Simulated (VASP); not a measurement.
# ScAlN2 (P-6m2) in VASP: a series of runs, part 2 of 2

VASP 6.6.1. Earlier steps stand in the parts before.

### Step 3. Relaxation of cell and atoms, PBE

Contents of INCAR:

```
PREC = Accurate
ENCUT = 600
EDIFF = 1E-7
ISMEAR = 0
SIGMA = 0.01
LREAL = False
LASPH = True
NELM = 100
ALGO = Normal
ISIF = 3
LWAVE = False
LCHARG = False
GGA = PE
IBRION = 2
NSW = 100
EDIFFG = -0.01
```

Contents of KPOINTS:

```
regular mesh
0
Gamma
  12 12 6
```

Contents of POSCAR:

```
ScAlN2
1.0
    3.3079522135      0.0000000000      0.0000000000
   -1.6539761068      2.8647706514      0.0000000000
    0.0000000000      0.0000000000      5.9277088235
Sc Al N
1 1 2
Direct
    0.3333333333      0.6666666667      0.0000000000
    0.6666666667      0.3333333333      0.5000000000
    0.6666666667      0.3333333333      0.2057959941
    0.6666666667      0.3333333333      0.7942040059
```

Potentials or basis: VASP PAW PBE potentials, release 64 (Sc_sv, Al, N).

Started as:

```
$ cat potpaw_PBE.64/Sc_sv/POTCAR potpaw_PBE.64/Al/POTCAR potpaw_PBE.64/N/POTCAR > POTCAR
$ mpirun -np 1 vasp_std > vasp.out
```

OUTCAR:

```text
PREC = Accurate
   ENCUT = 600
   EDIFF = 1E-7
   ISMEAR = 0
   LREAL = False
   LASPH = True
   NELM = 100
   ISIF = 3
   GGA = PE
   IBRION = 2
   NSW = 100
   EDIFFG = -0.01

 ion  position               nearest neighbor table
   1  0.333  0.667  0.000-   3 2.27   4 2.27   3 2.27   4 2.27   3 2.27   4 2.27
   2  0.667  0.333  0.500-   3 1.74   4 1.74
   3  0.667  0.333  0.206-   2 1.74   1 2.27   1 2.27   1 2.27
   4  0.667  0.333  0.794-   2 1.74   1 2.27   1 2.27   1 2.27

  LATTYP: Found a hexagonal cell.
 ALAT       =     3.3079522135
 C/A-ratio  =     1.7919572113

  Lattice vectors:

 A1 = (   3.3079522135,   0.0000000000,   0.0000000000)
 A2 = (  -1.6539761068,   2.8647706514,   0.0000000000)
 A3 = (   0.0000000000,   0.0000000000,   5.9277088235)

Analysis of symmetry for initial positions (statically):
=====================================================================
 Subroutine PRICEL returns:
 Original cell was already a primitive cell.

 Routine SETGRP: Setting up the symmetry group for a
 hexagonal supercell.

 Subroutine GETGRP returns: Found 12 space group operations
 (whereof 12 operations were pure point group operations)
 out of a pool of 24 trial point group operations.

The static configuration has the point symmetry D_3h.

Analysis of symmetry for dynamics (positions and initial velocities):
=====================================================================
 Subroutine PRICEL returns:
 Original cell was already a primitive cell.

 Routine SETGRP: Setting up the symmetry group for a
 hexagonal supercell.

 Subroutine GETGRP returns: Found 12 space group operations
 (whereof 12 operations were pure point group operations)
 out of a pool of 24 trial point group operations.

The dynamic configuration has the point symmetry D_3h.

 Subroutine INISYM returns: Found 12 space group operations
 (whereof 12 operations are pure point group operations),
 and found     1 'primitive' translations

----------------------------------------------------------------------------------------

                                     Primitive cell

  volume of cell :      56.1741

  direct lattice vectors                    reciprocal lattice vectors
     3.307952214  0.000000000  0.000000000     0.302301828  0.174534042  0.000000000
    -1.653976107  2.864770651  0.000000000     0.000000000  0.349068083  0.000000000
     0.000000000  0.000000000  5.927708823     0.000000000  0.000000000  0.168699244

  length of vectors
     3.307952214  3.307952214  5.927708823     0.349068083  0.349068083  0.168699244

  position of ions in fractional coordinates (direct lattice)
     0.333333333  0.666666667  0.000000000
     0.666666667  0.333333333  0.500000000
     0.666666667  0.333333333  0.205795994
     0.666666667  0.333333333  0.794204006

  ion indices of the primitive-cell ions
   primitive index   ion index
                 1           1
                 2           2
                 3           3
                 4           4

[... 51 lines left out ...]
  0.333333  0.000000  0.166667     12.000000
 [... further k-points ...]
   k-points           NKPTS =     76   k-points in BZ     NKDIM =     76   number of bands    NBANDS=     16
   number of dos      NEDOS =    301   number of ions     NIONS =      4
   total plane-waves  NPLWV =  37632
   dimension x,y,z NGX =    28 NGY =   28 NGZ =   48
   dimension x,y,z NGXF=    56 NGYF=   56 NGZF=   96
   ions per type =               1   1   2
   NGX,Y,Z   is equivalent  to a cutoff of  14.07, 14.07, 13.46 a.u.
   NGXF,Y,Z  is equivalent  to a cutoff of  28.14, 28.14, 26.92 a.u.
 SYSTEM =  unknown system
   PREC   = accura    normal or accurate (medium, high low for compatibility)
   ISTART =      0    job   : 0-new  1-cont  2-samecut
   ICHARG =      2    charge: 1-file 2-atom 10-const
   ISPIN  =      1    spin polarized calculation?
   LNONCOLLINEAR =      F non collinear calculations
   LSORBIT =      F    spin-orbit coupling
   LASPH  =      T    aspherical Exc in radial PAW
   ENCUT  =  600.0 eV  44.10 Ry    6.64 a.u.   6.61  6.61 11.84*2*pi/ulx,y,z
   NELM   =    100;   NELMIN=  2; NELMDL= -5     # of ELM steps
   EDIFF  = 0.1E-06   stopping-criterion for ELM
   LREAL  =      F    real-space projection
   EDIFFG = -.1E-01   stopping-criterion for IOM
   NSW    =    100    number of steps for IOM
   IBRION =      2    ionic relax: 0-MD 1-quasi-New 2-CG
   NFREE  =      1    steps in history (QN), initial steepest desc. (CG)
   ISIF   =      3    stress and relaxation
   ISYM   =      2    0-nonsym 1-usesym 2-fastsym
   POTIM  = 0.5000    time-step for ionic-motion
   TEBEG  =    0.0;   TEEND  =   0.0 temperature during run
   PSTRESS=    0.0 pullay stress
   NELECT =      24.0000    total number of electrons
   NUPDOWN=      -1.0000    fix difference up-down
   EMIN   =  10.00;   EMAX   =-10.00  energy-range for DOS
   EFERMI =   0.00;   METHOD = LEGACY
   ISMEAR =     0;   SIGMA  =   0.01  broadening in eV -4-tet -1-fermi 0-gaus
   EFERMI_NEDOS =   21; number of points for ismear=-14 and -15
   IALGO  =     38    algorithm
   IMIX   =      4    mixing-type and parameters
     AMIX     =   0.40;   BMIX     =  1.00
     AMIX_MAG =   1.60;   BMIX_MAG =  1.00
  volume/ion in A,a.u.               =      14.04        94.77
  Fermi-wavevector in a.u.,A,eV,Ry     =   1.233010  2.330051 20.685123  1.520314
  Thomas-Fermi vector in A             =   2.367757
   LORBIT       =      0    0 simple, 1 ext, 2 COOP (PROOUT), +10 PAW based schemes
   GGA     = PE    functional components
   LHFCALC =     F    Hartree Fock is set to
   AEXX    =    0.0000 exact exchange contribution
   IVDW    =     0    specifies the selected vdW correction
   LEPSILON=     F    determine dielectric tensor
   LRPA    =     F    only Hartree local field effects (RPA)
 conjugate gradient relaxation of ions
 non-spin polarized calculation
 Gauss-broadening in eV      SIGMA  =   0.01
  energy-cutoff  :      600.00
  volume of cell :       56.17
 maximum number of plane-waves:      1907
 NGX is ok and might be reduce to    28
   NGX = 13   NGY = 13   NGZ = 23

--------------------------------------- Ionic step        1  -------------------------------------------

 number of electron      23.9999999 magnetization

 Free energy of the ion-electron system (eV)
  ---------------------------------------------------
  ext. energy  EPLUGINS =         0.00000000
  ---------------------------------------------------
  free energy    TOTEN  =       -29.33896227 eV

  energy without entropy =      -29.33896227  energy(sigma->0) =      -29.33896227

------------------------ aborting loop because EDIFF is reached ----------------------------------------

  FORCE on cell =-STRESS in cart. coord.  units (eV):
  Direction    XX          YY          ZZ          XY          YZ          ZX
  --------------------------------------------------------------------------------------
  -------------------------------------------------------------------------------------
  Total        0.0990523      0.0990523      0.1087508     -0.0000000      0.0000000     -0.0000000
  in kB        2.8251344      2.8251344      3.1017517     -0.0000000      0.0000000     -0.0000000
  external PRESSURE =       2.9173402 kB  Pullay stress =       0.0000000 kB
[... 139 lines left out ...]
--------------------------------------- Ionic step        5  -------------------------------------------

 number of electron      24.0000000 magnetization

 Free energy of the ion-electron system (eV)
  ---------------------------------------------------
  ext. energy  EPLUGINS =         0.00000000
  ---------------------------------------------------
  free energy    TOTEN  =       -29.33909620 eV

  energy without entropy =      -29.33909620  energy(sigma->0) =      -29.33909620

 E-fermi :   3.7598     XC(G=0): -10.1764

 val. band max:        3.7265488082   @ k =   0.0833   0.0833   0.0000
 cond. band min:       3.7902765608   @ k =   0.0000   0.0000   0.0000
 fundamental gap:      0.0637277526
 Fermi energy:         3.7597612936

 k-point     1 :       0.0000    0.0000    0.0000
  band No.  band energies     occupation
      1     -44.2975      2.00000
      2     -22.9167      2.00000
      3     -22.7995      2.00000
      4     -22.7995      2.00000
      5      -9.9702      2.00000
      6      -8.4248      2.00000
[... 433 lines left out ...]
      3     -22.8588      2.00000
      4     -22.8529      2.00000
      5      -9.2196      2.00000
      6      -8.3474      2.00000
[... 8 lines left out ...]
     15       8.7945      0.00000
     16       8.8016      0.00000

 [... further k-points ...]

------------------------ aborting loop because EDIFF is reached ----------------------------------------

  FORCE on cell =-STRESS in cart. coord.  units (eV):
  Direction    XX          YY          ZZ          XY          YZ          ZX
  --------------------------------------------------------------------------------------
  -------------------------------------------------------------------------------------
  Total        0.0006821      0.0006821     -0.0021604     -0.0000000      0.0000000      0.0000000
  in kB        0.0194033      0.0194033     -0.0614571     -0.0000000      0.0000000      0.0000000
  external PRESSURE =      -0.0075502 kB  Pullay stress =       0.0000000 kB
[... 19 lines left out ...]
  FREE ENERGIE OF THE ION-ELECTRON SYSTEM (eV)
  ---------------------------------------------------
  free  energy   TOTEN  =       -29.3390962004 eV

  energy  without entropy=      -29.3390961992  energy(sigma->0) =      -29.33909620

 reached required accuracy - stopping structural energy minimisation
```

OSZICAR:

```text
N       E                     dE             d eps       ncg     rms          rms(c)
DAV:   1     0.271654883203E+03    0.27165E+03   -0.13193E+04  2432   0.166E+03
DAV:   2     0.406659816704E+01   -0.26759E+03   -0.26497E+03  2512   0.451E+02
DAV:   3    -0.376391423609E+02   -0.41706E+02   -0.40405E+02  4080   0.150E+02
[... 43 lines left out ...]
DAV:   3    -0.293390967676E+02    0.10436E-04   -0.22428E-05  3800   0.657E-02    0.794E-03
DAV:   4    -0.293390958810E+02    0.88660E-06   -0.37544E-06  3456   0.192E-02    0.390E-03
DAV:   5    -0.293390961078E+02   -0.22682E-06   -0.26415E-07  2504   0.695E-03    0.130E-03
DAV:   6    -0.293390962168E+02   -0.10898E-06   -0.77711E-08  1896   0.397E-03    0.246E-04
DAV:   7    -0.293390962004E+02    0.16402E-07   -0.16547E-08  1608   0.233E-03
   5 F= -.29339096E+02 E0= -.29339096E+02  d E =-.313893E-04
```

CONTCAR:

```text
ScAlN2
   1.00000000000000
     3.3115830254700676   -0.0000000000000634   -0.0000000000000000
    -1.6557915127851437    2.8679150268024882   -0.0000000000000000
    -0.0000000000000000    0.0000000000000000    5.9303144152642187
  Sc              Al              N
     1     1     2
Direct
     0.3333333332999970    0.6666666667000030    0.0000000000000000
     0.6666666667000030    0.3333333332999970    0.5000000000000000
     0.6666666667000030    0.3333333332999970    0.2057797147611617
     0.6666666667000030    0.3333333332999970    0.7942202852388383

  0.00000000E+00  0.00000000E+00  0.00000000E+00
  0.00000000E+00  0.00000000E+00  0.00000000E+00
  0.00000000E+00  0.00000000E+00  0.00000000E+00
  0.00000000E+00  0.00000000E+00  0.00000000E+00
```

Run time: 1.9 min. Hardware: 1 thread of Intel Xeon 6975P-C (Granite Rapids), shared host; peak memory 0.26 GiB.

Results:

* Free energy: -29.3391 eV
* Relaxed volume: 14.08 Å³/atom
* Relaxed cell: a = 3.312 Å, b = 3.312 Å, c = 5.930 Å, α = 90.00°, β = 90.00°, γ = 120.00°
* Space group after relaxing (to 0.05 Å): P-6m2 (No. 187)
* Energy gained by relaxing: 0.0 meV/atom
* Ionic steps: 5
* Pressure after relaxing: 0.0 GPa
* Largest force after relaxing: 0.007 eV/Å
* Band gap on the k mesh: 0.06 eV, indirect (least direct gap 0.11 eV)

Forces on the atoms (eV/Å):
```
Sc   0.000  0.000  0.000
Al   0.000  0.000  0.000
N    0.000  0.000 -0.007
N    0.000  0.000  0.007
```

The path:
| step | energy change (eV) | largest force (eV/Å) | pressure (GPa) | volume (Å³) |
| --- | --- | --- | --- | --- |
| 1 | 0.0000 | 0.0099 | 0.29 | 56.17 |
| 2 | 0.0000 | 0.0260 | -0.23 | 56.38 |
| 3 | -0.0001 | 0.0090 | 0.02 | 56.28 |
| 4 | -0.0001 | 0.0179 | -0.01 | 56.35 |
| 5 | -0.0001 | 0.0066 | 0.00 | 56.32 |

Final structure:
```cif
data_structure
_symmetry_space_group_name_H-M 'P 1'
_symmetry_Int_Tables_number 1
_cell_length_a 3.3116
_cell_length_b 3.3116
_cell_length_c 5.9303
_cell_angle_alpha 90.000
_cell_angle_beta 90.000
_cell_angle_gamma 120.000
_cell_volume 56.32
loop_
_atom_site_label
_atom_site_type_symbol
_atom_site_fract_x
_atom_site_fract_y
_atom_site_fract_z
_atom_site_occupancy
Sc1 Sc 0.33333 0.66667 0.00000 1
Al1 Al 0.66667 0.33333 0.50000 1
N1 N 0.66667 0.33333 0.20578 1
N2 N 0.66667 0.33333 0.79422 1
```
